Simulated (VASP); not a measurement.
A run of VASP 6.6.1:

File POSCAR:

```
GaN
1.0
    3.3525052180      0.0000000000      0.0000000000
   -1.6762526090      2.8579138548      0.0000000000
    0.0000000000      0.0000000000      4.7558752377
Ga N
2 2
Direct
    0.3328343405      0.6656686810      0.2500000000
    0.6671656595      0.3343313190      0.7500000000
    0.6683078147      0.3366156293      0.2500000000
    0.3316921853      0.6633843707      0.7500000000
```

Contents of INCAR.step1:

```
PREC = Accurate
ENCUT = 520
ISMEAR = 0
SIGMA = 0.01
LREAL = F
LASPH = T
NELM = 80
NBANDS = 26
GGA = PE
ALGO = Normal
EDIFF = 1E-4
LWAVE = T
LCHARG = F
```

INCAR.step2

```
PREC = Accurate
ENCUT = 520
EDIFF = 1E-6
ISMEAR = 0
SIGMA = 0.01
LREAL = F
LASPH = T
NELM = 80
ALGO = Normal
ISIF = 2
LWAVE = F
LCHARG = F
METAGGA = R2SCAN
LMIXTAU = T
NBANDS = 26
ISTART = 1
```

Contents of KPOINTS:

```
regular mesh
0
Gamma
  12 12 6
```

Potentials or basis: VASP PAW PBE potentials, release 64 (Ga_d, N).

The run is started by

```sh
$ cat potpaw_PBE.64/Ga_d/POTCAR potpaw_PBE.64/N/POTCAR > POTCAR
$ cp INCAR.step1 INCAR
$ mpirun -np 1 vasp_std > vasp.out
$ cp INCAR.step2 INCAR
$ mpirun -np 1 vasp_std > vasp.out
```

Hardware: 1 thread of Intel(R) Xeon(R) Platinum 8175M CPU @ 2.50GHz (Skylake/Cascade Lake), with other jobs on the host.

**Question.** How long does it take, and how much memory?

**Answer.** Wall time 13 min on 1 thread of Intel(R) Xeon(R) Platinum 8175M CPU @ 2.50GHz (Skylake/Cascade Lake) (shared host), peak memory 0.3 GiB. Counts: k points 172.
